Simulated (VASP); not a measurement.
# Ti (Fm-3m) in VASP: further runs, part 2 of 2

VASP 6.6.1. Earlier steps stand in the parts before.

## (3) Relaxation of cell and atoms, r2SCAN, target pressure 20 GPa, at which the enthalpy is minimised

Contents of POSCAR:

```
Ti
1.0
    0.0000000000      2.0650000000      2.0650000000
    2.0650000000      0.0000000000      2.0650000000
    2.0650000000      2.0650000000      0.0000000000
Ti
1
Direct
    0.0000000000      0.0000000000      0.0000000000
```

Contents of INCAR.step1:

```
SYSTEM = Ti
PREC = Accurate
ENCUT = 550
ISMEAR = 1
SIGMA = 0.05
LREAL = .False.
LASPH = .True.
NELM = 120
GGA = PE
ALGO = Normal
EDIFF = 1E-5
LWAVE = .True.
LCHARG = .False.
GGA_COMPAT = .False.
IBRION = 2
ISIF = 3
EDIFFG = -0.005
NELMIN = 4
NSW = 100
```

Contents of INCAR.step2:

```
SYSTEM = Ti
PREC = Accurate
ENCUT = 550
EDIFF = 1E-7
ISMEAR = 1
SIGMA = 0.05
LREAL = .False.
LASPH = .True.
NELM = 120
ALGO = Normal
ISIF = 3
LWAVE = .False.
LCHARG = .False.
METAGGA = R2SCAN
LMIXTAU = .True.
IBRION = 2
NSW = 60
EDIFFG = -0.01
PSTRESS = 200.0
ISTART = 1
GGA_COMPAT = .False.
NELMIN = 4
```

Contents of KPOINTS:

```
Automatic mesh
0
Gamma
  7 7 7
  0 0 0
```

Potentials or basis: VASP PAW PBE potentials, release 64 (Ti_sv).

On the command line:

```console
$ cat potpaw_PBE.64/Ti_sv/POTCAR > POTCAR
$ cp INCAR.step1 INCAR
$ mpirun -np 1 vasp_std > vasp.out
$ cp INCAR.step2 INCAR
$ mpirun -np 1 vasp_std > vasp.out
```

Run time: 2 min. Hardware: 1 thread of Intel Xeon Platinum 8488C (Sapphire Rapids), shared host; peak memory 0.15 GiB.

Results (log left out):

| Item | Value |
| --- | --- |
| Free energy | -12.7417 eV |
| Relaxed volume | 15.17 Å³/atom |
| Relaxed cell | a = 2.778 Å, b = 2.778 Å, c = 2.778 Å, α = 60.00°, β = 60.00°, γ = 60.00° |
| Space group after relaxing (to 0.1 Å) | Fm-3m (No. 225) |
| Energy change on relaxing (the run minimises the enthalpy) | +130.6 meV/atom |
| Ionic steps | 7 |
| Pressure after relaxing | 20.0 GPa |
| Band gap on the k mesh | zero (bands 6 and 7 overlap by 1.35 eV) |

The path:
| step | energy change (eV) | largest force (eV/Å) | pressure (GPa) | volume (Å³) |
| --- | --- | --- | --- | --- |
| 1 | 0.0000 | 0.0000 | -0.90 | 17.61 |
| 2 | 0.8272 | 0.0000 | 66.37 | 12.38 |
| 3 | 0.1190 | 0.0000 | 18.95 | 15.26 |
| 4 | 0.1291 | 0.0000 | 19.87 | 15.18 |
| 5 | 0.1349 | 0.0000 | 20.38 | 15.13 |
| 6 | 0.1262 | 0.0000 | 19.61 | 15.20 |
| 7 | 0.1306 | 0.0000 | 20.00 | 15.17 |

Final structure:
```
Ti
1.0
     0.00000    1.96469    1.96469
     1.96469    0.00000    1.96469
     1.96469    1.96469    0.00000
Ti
1
Direct
  0.00000 0.00000 0.00000
```

Levels at points of the mesh, in eV from the Fermi level:
| k point | band 4 | band 5 | band 6 | band 7 | band 8 | band 9 |
| --- | --- | --- | --- | --- | --- | --- |
| (0.00, 0.00, 0.00) | -33.44 | -6.73 | 1.08 | 1.08 | 1.08 | 3.20 |

Caveat: the k points lie up to 0.40 Å⁻¹ apart in the final cell, too coarse for converged energies and pressures of a metal; the cell is relaxed towards a set pressure, so the run minimises the enthalpy, not the energy; the PAW data sets were made with another functional, which shifts forces and pressure a little.

## (4) Relaxation of cell and atoms, r2SCAN, target pressure 40 GPa, at which the enthalpy is minimised

POSCAR is that of step 3.

Contents of INCAR.step1:

```
SYSTEM = Ti
ALGO = Normal
EDIFF = 1E-5
EDIFFG = -0.005
ENCUT = 550
GGA = PE
GGA_COMPAT = .FALSE.
IBRION = 2
ISIF = 3
ISMEAR = 1
LASPH = .TRUE.
LCHARG = .FALSE.
LREAL = .FALSE.
LWAVE = .TRUE.
NELM = 120
NELMIN = 4
NSW = 100
PREC = Accurate
SIGMA = 0.05
```

Contents of INCAR.step2:

```
SYSTEM = Ti
ALGO = Normal
EDIFF = 1E-7
EDIFFG = -0.01
ENCUT = 550
GGA_COMPAT = .FALSE.
IBRION = 2
ISIF = 3
ISMEAR = 1
ISTART = 1
LASPH = .TRUE.
LCHARG = .FALSE.
LMIXTAU = .TRUE.
LREAL = .FALSE.
LWAVE = .FALSE.
METAGGA = R2SCAN
NELM = 120
NELMIN = 4
NSW = 60
PREC = Accurate
PSTRESS = 400.0
SIGMA = 0.05
```

Contents of KPOINTS:

```
k-points
0
G
  7 7 7
  0 0 0
```

On the command line:

```console
$ cat potpaw_PBE.64/Ti_sv/POTCAR > POTCAR
$ cp INCAR.step1 INCAR
$ mpirun -np 1 vasp_std > vasp.out
$ cp INCAR.step2 INCAR
$ mpirun -np 1 vasp_std > vasp.out
```

Run time: 1.7 min. Hardware: 1 thread of Intel Xeon Platinum 8488C (Sapphire Rapids), shared host; peak memory 0.16 GiB.

It converged, with:

```
Free energy                                                : -12.4688 eV
Relaxed volume                                             : 13.67 Å³/atom
Relaxed cell                                               : a = 2.684 Å, b = 2.684 Å, c = 2.684 Å, α = 60.00°, β = 60.00°, γ = 60.00°
Space group after relaxing (to 0.1 Å)                      : Fm-3m (No. 225)
Energy change on relaxing (the run minimises the enthalpy) : +403.6 meV/atom
Ionic steps                                                : 5
Pressure after relaxing                                    : 40.1 GPa
Band gap on the k mesh                                     : zero (bands 6 and 7 overlap by 1.41 eV)
```

The path:
| step | energy change (eV) | largest force (eV/Å) | pressure (GPa) | volume (Å³) |
| --- | --- | --- | --- | --- |
| 1 | 0.0000 | 0.0000 | -0.90 | 17.61 |
| 2 | 4.0664 | 0.0000 | 232.54 | 8.46 |
| 3 | 0.2779 | 0.0000 | 31.32 | 14.24 |
| 4 | 0.3812 | 0.0000 | 38.52 | 13.77 |
| 5 | 0.4036 | 0.0000 | 40.06 | 13.67 |

Final structure:
```cif
data_structure
_symmetry_space_group_name_H-M 'P 1'
_symmetry_Int_Tables_number 1
_cell_length_a 2.6841
_cell_length_b 2.6841
_cell_length_c 2.6841
_cell_angle_alpha 60.000
_cell_angle_beta 60.000
_cell_angle_gamma 60.000
_cell_volume 13.67
loop_
_atom_site_label
_atom_site_type_symbol
_atom_site_fract_x
_atom_site_fract_y
_atom_site_fract_z
_atom_site_occupancy
Ti1 Ti 0.00000 0.00000 0.00000 1
```

Levels at points of the mesh, in eV from the Fermi level:
| k point | band 4 | band 5 | band 6 | band 7 | band 8 | band 9 |
| --- | --- | --- | --- | --- | --- | --- |
| (0.00, 0.00, 0.00) | -33.10 | -6.86 | 1.11 | 1.11 | 1.11 | 3.52 |

Caveat: the k points lie up to 0.41 Å⁻¹ apart in the final cell, too coarse for converged energies and pressures of a metal; the cell is relaxed towards a set pressure, so the run minimises the enthalpy, not the energy; the volume moved by over 15 % at a fixed basis, so the end points are rough; the PAW data sets were made with another functional, which shifts forces and pressure a little.

## (5) Relaxation of cell and atoms, r2SCAN, target pressure 60 GPa, at which the enthalpy is minimised

POSCAR is that of step 4.

Contents of INCAR.step1:

```
PREC     = Accurate       # precision mode
ENCUT    = 550            # plane-wave cutoff, eV
ISMEAR   = 1              # smearing method
SIGMA    = 0.05           # smearing width, eV
LREAL    = F              # projectors in reciprocal space
LASPH    = T              # aspherical terms in the spheres
NELM     = 120            # most SCF steps
GGA      = PE             # functional
ALGO     = Normal         # electronic algorithm
EDIFF    = 1E-5           # SCF threshold, eV
LWAVE    = T              # write WAVECAR
LCHARG   = F              # write CHGCAR
GGA_COMPAT= F            
IBRION   = 2              # ionic algorithm
ISIF     = 3              # what is computed and relaxed
EDIFFG   = -0.005         # ionic threshold
NELMIN   = 4            
NSW      = 100            # ionic steps
```

Contents of INCAR.step2:

```
PREC     = Accurate       # precision mode
ENCUT    = 550            # plane-wave cutoff, eV
EDIFF    = 1E-7           # SCF threshold, eV
ISMEAR   = 1              # smearing method
SIGMA    = 0.05           # smearing width, eV
LREAL    = F              # projectors in reciprocal space
LASPH    = T              # aspherical terms in the spheres
NELM     = 120            # most SCF steps
ALGO     = Normal         # electronic algorithm
ISIF     = 3              # what is computed and relaxed
LWAVE    = F              # write WAVECAR
LCHARG   = F              # write CHGCAR
METAGGA  = R2SCAN         # meta-GGA
LMIXTAU  = T            
IBRION   = 2              # ionic algorithm
NSW      = 60             # ionic steps
EDIFFG   = -0.01          # ionic threshold
PSTRESS  = 600.0        
ISTART   = 1            
GGA_COMPAT= F            
NELMIN   = 4
```

Contents of KPOINTS:

```
Automatic mesh
0
Gamma
  7 7 7
```

On the command line:

```console
$ cat potpaw_PBE.64/Ti_sv/POTCAR > POTCAR
$ cp INCAR.step1 INCAR
$ mpirun -np 1 vasp_std > vasp.out
$ cp INCAR.step2 INCAR
$ mpirun -np 1 vasp_std > vasp.out
```

Wall time 3.2 min (1 thread of Intel Xeon Platinum 8488C (Sapphire Rapids), shared host); peak memory 0.16 GiB.

Results (log left out):

```yaml
Free_energy: -12.1538 eV
Relaxed_volume: 12.66 Å³/atom
Relaxed_cell: a = 2.616 Å, b = 2.616 Å, c = 2.616 Å, α = 60.00°, β = 60.00°, γ = 60.00°
Space_group_after_relaxing_to_0.1_Å: Fm-3m (No. 225)
Energy_change_on_relaxing_the_run_minimises_the_enthalpy: +718.5 meV/atom
Ionic_steps: 17
Pressure_after_relaxing: 60.0 GPa
Band_gap_on_the_k_mesh: zero (bands 6 and 7 overlap by 1.42 eV)
```

The path:
```csv
step,energy change (eV),largest force (eV/Å),pressure (GPa),volume (Å³)
1,0.0000,0.0000,-0.90,17.61
2,12.3898,0.0000,824.55,5.47
3,0.4415,0.0000,42.66,13.53
4,0.6069,0.0000,53.17,12.97
5,0.7207,0.0000,60.13,12.65
6,0.6880,0.0000,58.16,12.74
7,0.6898,0.0000,58.26,12.73
8,0.6954,0.0000,58.60,12.72
9,0.6955,0.0000,58.61,12.72
10,0.6957,0.0000,58.62,12.72
11,0.6963,0.0000,58.62,12.72
12,0.6973,0.0000,58.66,12.71
13,0.6994,0.0000,58.84,12.71
14,0.7036,0.0000,59.09,12.70
15,0.7120,0.0000,59.60,12.67
16,0.7290,0.0000,60.63,12.63
17,0.7185,0.0000,60.01,12.66
```

Final structure:
```yaml
crystal:
  lattice:
    - [0.00000, 1.84964, 1.84964]
    - [1.84964, 0.00000, 1.84964]
    - [1.84964, 1.84964, 0.00000]
  atoms:
    - { symbol: Ti, position: [0.00000, 0.00000, 0.00000] }
```

Levels at points of the mesh, in eV from the Fermi level:
| k point | band 3 | band 4 | band 5 | band 6 | band 7 | band 8 | band 9 | band 10 |
| --- | --- | --- | --- | --- | --- | --- | --- | --- |
| (0.00, 0.00, 0.00) | -32.87 | -32.87 | -6.93 | 1.08 | 1.08 | 1.08 | 3.72 | 3.72 |

Caveat: the k points lie up to 0.42 Å⁻¹ apart in the final cell, too coarse for converged energies and pressures of a metal; the cell is relaxed towards a set pressure, so the run minimises the enthalpy, not the energy; the volume moved by over 15 % at a fixed basis, so the end points are rough; the PAW data sets were made with another functional, which shifts forces and pressure a little.

## (6) The runs side by side

| cell | gap on the mesh (eV) | pressure (GPa) |
| --- | --- | --- |
| relaxed | none | 0.0 |
| relaxed to 20 GPa | none | 20.0 |
| relaxed to 40 GPa | none | 40.1 |
| relaxed to 60 GPa | none | 60.0 |

Alike in all rows: task relaxation of cell and atoms; level r2SCAN; potentials or basis VASP PAW PBE potentials, release 64 (Ti_sv); no spin polarisation; k mesh 7 × 7 × 7; cutoff (eV) 550; smearing methfessel-paxton 0.05 eV.

Caveats: all runs use coarse meshes; the PAW data sets were made with another functional, which shifts forces and pressure a little; the cell is relaxed towards a set pressure, so the run minimises the enthalpy, not the energy (at least some runs); the volume moved by over 15 % at a fixed basis, so the end points are rough (at least some runs).

Total energies depend on the potentials used, so only differences within one code and one set of settings carry meaning.
